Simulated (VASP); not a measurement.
# LiNbO3 (R3c) in VASP: further runs

LiNbO3 is run at these levels: PBE, r2SCAN; tasks: single point.

Everything below comes from runs of VASP 6.6.1. Logs are shortened: lines on timing, memory, paths and dates and some standing lists are left out, and cuts for length are marked.

**1. The cell of the first run**

It takes space group R3c (No. 161, trigonal). The conventional cell has a = 5.150 Å, b = 5.150 Å, c = 13.874 Å, α = 90.00°, β = 90.00°, γ = 120.00°. Li (site symmetry 3) has 6 O at 2.06 to 2.26 Å within 2.7 Å. Nb (site symmetry 3) has 6 O at 1.88 to 2.13 Å within 2.5 Å. Within 2.5 Å of O (site symmetry 1) lie 2 Nb at 1.88 to 2.13 Å and 2 Li at 2.06 to 2.26 Å.

**2. Single point, PBE**

Input file INCAR:

```
SYSTEM = LiNbO3
ALGO = Normal
EDIFF = 1E-6
ENCUT = 520
GGA = PE
ISIF = 2
ISMEAR = 0
LASPH = .TRUE.
LCHARG = .TRUE.
LELF = .TRUE.
LREAL = .FALSE.
LVHAR = .TRUE.
LWAVE = .FALSE.
NBANDS = 45
NELM = 100
PREC = Accurate
SIGMA = 0.1
```

Input file KPOINTS:

```
k-points
0
G
  6 6 6
  0 0 0
```

Input file POSCAR:

```
LiNbO3
1.0
    2.5752492000      1.4868208200      4.6247301100
   -2.5752492000      1.4868208200      4.6247301100
    0.0000000000     -2.9736416300      4.6247301100
Li Nb O
2 2 6
Direct
    0.7197000100      0.7197000100      0.7197000100
    0.2197000100      0.2197000100      0.2197000100
    0.9999400000      0.9999400000      0.9999400000
    0.4999400000      0.4999400000      0.4999400000
    0.2791299800      0.6412099900      0.8883500000
    0.6412099900      0.8883500000      0.2791299800
    0.8883500000      0.2791299800      0.6412099900
    0.3883500000      0.1412099900      0.7791299800
    0.7791299800      0.3883500000      0.1412099900
    0.1412099900      0.7791299800      0.3883500000
```

Potentials or basis: VASP PAW PBE potentials, release 64 (Li_sv, Nb_sv, O).

On the command line:

```bash
$ cat potpaw_PBE.64/Li_sv/POTCAR potpaw_PBE.64/Nb_sv/POTCAR potpaw_PBE.64/O/POTCAR > POTCAR
$ mpirun -np 1 vasp_std > vasp.out
```

OUTCAR:

```text
SYSTEM = LiNbO3
   EDIFF = 1E-6
   ENCUT = 520
   GGA = PE
   ISIF = 2
   ISMEAR = 0
   LASPH = .TRUE.
   LREAL = .FALSE.
   NELM = 100
   PREC = Accurate

 ion  position               nearest neighbor table
   1  0.720  0.720  0.720-   9 2.06  10 2.06   8 2.06   6 2.26   5 2.26   7 2.26
   2  0.220  0.220  0.220-   7 2.06   5 2.06   6 2.06   8 2.26  10 2.26   9 2.26
   3  1.000  1.000  1.000-   7 1.88   6 1.88   5 1.88  10 2.13   8 2.13   9 2.13
   4  0.500  0.500  0.500-   9 1.88   8 1.88  10 1.88   5 2.13   6 2.13   7 2.13
   5  0.279  0.641  0.888-   3 1.88   2 2.06   4 2.13   1 2.26
   6  0.641  0.888  0.279-   3 1.88   2 2.06   4 2.13   1 2.26
   7  0.888  0.279  0.641-   3 1.88   2 2.06   4 2.13   1 2.26
   8  0.388  0.141  0.779-   4 1.88   1 2.06   3 2.13   2 2.26
   9  0.779  0.388  0.141-   4 1.88   1 2.06   3 2.13   2 2.26
  10  0.141  0.779  0.388-   4 1.88   1 2.06   3 2.13   2 2.26

  LATTYP: Found a trigonal (rhomboedric) cell.
 ALAT       =     5.4982427359
 COS(alpha) =     0.5612463942

  Lattice vectors:

 A1 = (   2.5752492000,   1.4868208200,   4.6247301100)
 A2 = (  -2.5752492000,   1.4868208200,   4.6247301100)
 A3 = (   0.0000000000,  -2.9736416300,   4.6247301100)

Analysis of symmetry for initial positions (statically):
=====================================================================
 Subroutine PRICEL returns:
 Original cell was already a primitive cell.

 Routine SETGRP: Setting up the symmetry group for a
 trigonal (rhombohedral) supercell.

 Subroutine GETGRP returns: Found  6 space group operations
 (whereof  3 operations were pure point group operations)
 out of a pool of 12 trial point group operations.

The static configuration has the point symmetry C_3 .
 The point group associated with its full space group is C_3v.

Analysis of symmetry for dynamics (positions and initial velocities):
=====================================================================
 Subroutine PRICEL returns:
 Original cell was already a primitive cell.

 Routine SETGRP: Setting up the symmetry group for a
 trigonal (rhombohedral) supercell.

 Subroutine GETGRP returns: Found  6 space group operations
 (whereof  3 operations were pure point group operations)
 out of a pool of 12 trial point group operations.

The dynamic configuration has the point symmetry C_3 .
 The point group associated with its full space group is C_3v.

 Subroutine INISYM returns: Found  6 space group operations
 (whereof  3 operations are pure point group operations),
 and found     1 'primitive' translations

----------------------------------------------------------------------------------------

                                     Primitive cell

  volume of cell :     106.2467

  direct lattice vectors                    reciprocal lattice vectors
     2.575249200  1.486820820  4.624730110     0.194155968  0.112096000  0.072076278
    -2.575249200  1.486820820  4.624730110    -0.194155968  0.112096000  0.072076278
     0.000000000 -2.973641630  4.624730110     0.000000000 -0.224192001  0.072076278

  length of vectors
     5.498242736  5.498242736  5.498242731     0.235493191  0.235493191  0.235493191

  position of ions in fractional coordinates (direct lattice)
     0.719700010  0.719700010  0.719700010
     0.219700010  0.219700010  0.219700010
     0.999940000  0.999940000  0.999940000
     0.499940000  0.499940000  0.499940000
     0.279129980  0.641209990  0.888350000
     0.641209990  0.888350000  0.279129980
     0.888350000  0.279129980  0.641209990
     0.388350000  0.141209990  0.779129980
     0.779129980  0.388350000  0.141209990
     0.141209990  0.779129980  0.388350000

  ion indices of the primitive-cell ions
   primitive index   ion index
                 1           1
                 2           2
                 3           3
                 4           4
                 5           5
                 6           6
                 7           7
                 8           8
                 9           9
                10          10

----------------------------------------------------------------------------------------

 KPOINTS: k-points

Automatic generation of k-mesh.
 Grid dimensions read from file:
 generate k-points for:    6    6    6

 Generating k-lattice:

  Cartesian coordinates                     Fractional coordinates (reciprocal lattice)
     0.032359328  0.018682667  0.012012713     0.166666667  0.000000000  0.000000000
    -0.032359328  0.018682667  0.012012713     0.000000000  0.166666667  0.000000000
     0.000000000 -0.037365333  0.012012713     0.000000000  0.000000000  0.166666667

  Length of vectors
     0.039248865  0.039248865  0.039248865

  Shift w.r.t. Gamma in fractional coordinates (k-lattice)
     0.000000000  0.000000000  0.000000000

 Subroutine IBZKPT returns following result:
 ===========================================

 Found     32 irreducible k-points:

 Following reciprocal coordinates:
            Coordinates               Weight
  0.000000  0.000000  0.000000      1.000000
  0.166667  0.000000  0.000000      6.000000
  0.333333 -0.000000  0.000000      6.000000
  0.500000 -0.000000  0.000000      3.000000
  0.166667  0.166667  0.000000      6.000000
  0.333333  0.166667  0.000000     12.000000
[... 16 lines left out ...]
  0.500000  0.500000  0.166667      6.000000
 -0.333333  0.500000  0.166667     12.000000
 [... further k-points ...]
   k-points           NKPTS =     32   k-points in BZ     NKDIM =     32   number of bands    NBANDS=     45
   number of dos      NEDOS =    301   number of ions     NIONS =     10
   total plane-waves  NPLWV =  74088
   dimension x,y,z NGX =    42 NGY =   42 NGZ =   42
   dimension x,y,z NGXF=    84 NGYF=   84 NGZF=   84
   ions per type =               2   2   6
   NGX,Y,Z   is equivalent  to a cutoff of  12.70, 12.70, 12.70 a.u.
   NGXF,Y,Z  is equivalent  to a cutoff of  25.40, 25.40, 25.40 a.u.
 SYSTEM =  LiNbO3
   PREC   = accura    normal or accurate (medium, high low for compatibility)
   ISTART =      0    job   : 0-new  1-cont  2-samecut
   ICHARG =      2    charge: 1-file 2-atom 10-const
   ISPIN  =      1    spin polarized calculation?
   LNONCOLLINEAR =      F non collinear calculations
   LSORBIT =      F    spin-orbit coupling
   LASPH  =      T    aspherical Exc in radial PAW
   ENCUT  =  520.0 eV  38.22 Ry    6.18 a.u.  10.22 10.22 10.22*2*pi/ulx,y,z
   NELM   =    100;   NELMIN=  2; NELMDL= -5     # of ELM steps
   EDIFF  = 0.1E-05   stopping-criterion for ELM
   LREAL  =      F    real-space projection
   EDIFFG = 0.1E-04   stopping-criterion for IOM
   NSW    =      0    number of steps for IOM
   IBRION =     -1    ionic relax: 0-MD 1-quasi-New 2-CG
   NFREE  =      0    steps in history (QN), initial steepest desc. (CG)
   ISIF   =      2    stress and relaxation
   ISYM   =      2    0-nonsym 1-usesym 2-fastsym
   POTIM  = 0.5000    time-step for ionic-motion
   TEBEG  =    0.0;   TEEND  =   0.0 temperature during run
   PSTRESS=    0.0 pullay stress
   NELECT =      68.0000    total number of electrons
   NUPDOWN=      -1.0000    fix difference up-down
   EMIN   =  10.00;   EMAX   =-10.00  energy-range for DOS
   EFERMI =   0.00;   METHOD = LEGACY
   ISMEAR =     0;   SIGMA  =   0.10  broadening in eV -4-tet -1-fermi 0-gaus
   EFERMI_NEDOS =   21; number of points for ismear=-14 and -15
   IALGO  =     38    algorithm
   IMIX   =      4    mixing-type and parameters
     AMIX     =   0.40;   BMIX     =  1.00
     AMIX_MAG =   1.60;   BMIX_MAG =  1.00
  volume/ion in A,a.u.               =      10.62        71.70
  Fermi-wavevector in a.u.,A,eV,Ry     =   1.410823  2.666069 27.081341  1.990422
  Thomas-Fermi vector in A             =   2.532738
   LORBIT       =      0    0 simple, 1 ext, 2 COOP (PROOUT), +10 PAW based schemes
   GGA     = PE    functional components
   LHFCALC =     F    Hartree Fock is set to
   AEXX    =    0.0000 exact exchange contribution
   IVDW    =     0    specifies the selected vdW correction
   LEPSILON=     F    determine dielectric tensor
   LRPA    =     F    only Hartree local field effects (RPA)
 non-spin polarized calculation
 Gauss-broadening in eV      SIGMA  =   0.10
  energy-cutoff  :      520.00
  volume of cell :      106.25
 maximum number of plane-waves:      2904
 NGX is ok and might be reduce to    42
   NGX = 21   NGY = 21   NGZ = 21

 number of electron      67.9999998 magnetization

 Free energy of the ion-electron system (eV)
  ---------------------------------------------------
  ext. energy  EPLUGINS =         0.00000000
  ---------------------------------------------------
  free energy    TOTEN  =       -80.00659356 eV

  energy without entropy =      -80.00659356  energy(sigma->0) =      -80.00659356

 E-fermi :   4.0124     XC(G=0): -10.7972

 val. band max:        3.5619110512   @ k =   0.1667   0.1667   0.1667
 cond. band min:       7.1458858305   @ k =   0.0000   0.0000   0.0000
 fundamental gap:      3.5839747792
 Fermi energy:         4.0123883301

 k-point     1 :       0.0000    0.0000    0.0000
  band No.  band energies     occupation
      1     -50.6002      2.00000
      2     -50.5849      2.00000
      3     -39.0639      2.00000
      4     -39.0615      2.00000
      5     -26.9095      2.00000
      6     -26.9095      2.00000
[... 37 lines left out ...]
     44      13.6012      0.00000
     45      13.6701      0.00000

 k-point     2 :       0.1667    0.0000    0.0000
  band No.  band energies     occupation
      1     -50.5992      2.00000
      2     -50.5859      2.00000
      3     -39.0638      2.00000
      4     -39.0617      2.00000
      5     -26.9007      2.00000
      6     -26.8993      2.00000
[... 37 lines left out ...]
     44      13.5051      0.00000
     45      13.5447      0.00000

 k-point     3 :       0.3333   -0.0000    0.0000
  band No.  band energies     occupation
      1     -50.5963      2.00000
      2     -50.5887      2.00000
      3     -39.0634      2.00000
      4     -39.0622      2.00000
      5     -26.8749      2.00000
      6     -26.8711      2.00000
[... 37 lines left out ...]
     44      13.2796      0.00000
     45      13.3138      0.00000

 k-point     4 :       0.5000   -0.0000    0.0000
  band No.  band energies     occupation
      1     -50.5925      2.00000
      2     -50.5925      2.00000
      3     -39.0628      2.00000
      4     -39.0628      2.00000
      5     -26.8363      2.00000
      6     -26.8363      2.00000
[... 901 lines left out ...]
     44      13.1784      0.00000
     45      13.4376      0.00000

 k-point    23 :       0.5000    0.5000    0.1667
  band No.  band energies     occupation
      1     -50.5947      2.00000
      2     -50.5903      2.00000
      3     -39.0632      2.00000
      4     -39.0624      2.00000
      5     -26.9087      2.00000
      6     -26.8996      2.00000
[... 37 lines left out ...]
     44      13.2184      0.00000
     45      13.7121      0.00000

 k-point    24 :      -0.3333    0.5000    0.1667
  band No.  band energies     occupation
      1     -50.5938      2.00000
      2     -50.5912      2.00000
      3     -39.0630      2.00000
      4     -39.0626      2.00000
      5     -26.9118      2.00000
      6     -26.9102      2.00000
[... 37 lines left out ...]
     44      13.1634      0.00000
     45      14.0205      0.00000

 [... further k-points ...]
[... 5 lines left out ...]
  --------------------------------------------------------------------------------------
  -------------------------------------------------------------------------------------
  Total        2.9455851      2.9455851      2.6974603      0.0000000      0.0000000      0.0000000
  in kB       44.4187794     44.4187792     40.6771111      0.0000000      0.0000000      0.0000000
  external PRESSURE =      43.1715566 kB  Pullay stress =       0.0000000 kB

 VOLUME and BASIS-vectors are now :
 -----------------------------------------------------------------------------
  energy-cutoff  :      520.00
  volume of cell :      106.25
      direct lattice vectors                 reciprocal lattice vectors
     2.575249200  1.486820820  4.624730110     0.194155968  0.112096000  0.072076278
    -2.575249200  1.486820820  4.624730110    -0.194155968  0.112096000  0.072076278
     0.000000000 -2.973641630  4.624730110     0.000000000 -0.224192001  0.072076278

 POSITION                                       TOTAL-FORCE (eV/Angst)
 -----------------------------------------------------------------------------------
      0.00000      0.00000      9.98525         0.000000     -0.000000     -0.033610
      0.00000      0.00000      3.04816         0.000000     -0.000000     -0.033610
      0.00000      0.00000     13.87336         0.000000      0.000000      0.120344
      0.00000      0.00000      6.93626         0.000000      0.000000      0.120344
     -0.93245     -1.27325      8.36470         0.185758     -0.089954     -0.028911
     -0.63645      1.44415      8.36470        -0.170781     -0.115894     -0.028911
      1.56889     -0.17090      8.36470        -0.014977      0.205848     -0.028911
      0.63645     -1.52949      6.05234         0.170781     -0.115894     -0.028911
      1.00636      1.31593      6.05234         0.014977      0.205848     -0.028911
     -1.64280      0.21357      6.05234        -0.185758     -0.089954     -0.028911
 -----------------------------------------------------------------------------------
    total drift:                               -0.000000      0.000000      0.000510

  FREE ENERGIE OF THE ION-ELECTRON SYSTEM (eV)
  ---------------------------------------------------
  free  energy   TOTEN  =       -80.0065935557 eV

  energy  without entropy=      -80.0065935557  energy(sigma->0) =      -80.00659356
```

Wall time 6.4 min (1 thread of AMD EPYC 7R13, shared host); peak memory 0.29 GiB.

Results:

| Item | Value |
| --- | --- |
| Free energy | -80.0066 eV |
| Largest force | 0.208 eV/Å |
| Band gap on the k mesh | 3.58 eV, indirect (least direct gap 3.59 eV) |

Forces on the atoms (eV/Å):
```
Li   0.000  0.000 -0.034
Li   0.000  0.000 -0.034
Nb   0.000  0.000  0.120
Nb   0.000  0.000  0.120
O    0.186 -0.090 -0.029
O   -0.171 -0.116 -0.029
O   -0.015  0.206 -0.029
O    0.171 -0.116 -0.029
O    0.015  0.206 -0.029
O   -0.186 -0.090 -0.029
```

Caveat: the cutoff is under 1.25 times the usual one of these potentials, so pressure, stress and relaxed cells hold a basis-set (Pulay) error. PBE gaps usually lie below the measured ones, often by a third to a half.

(Part 1 of 3 ends here.)
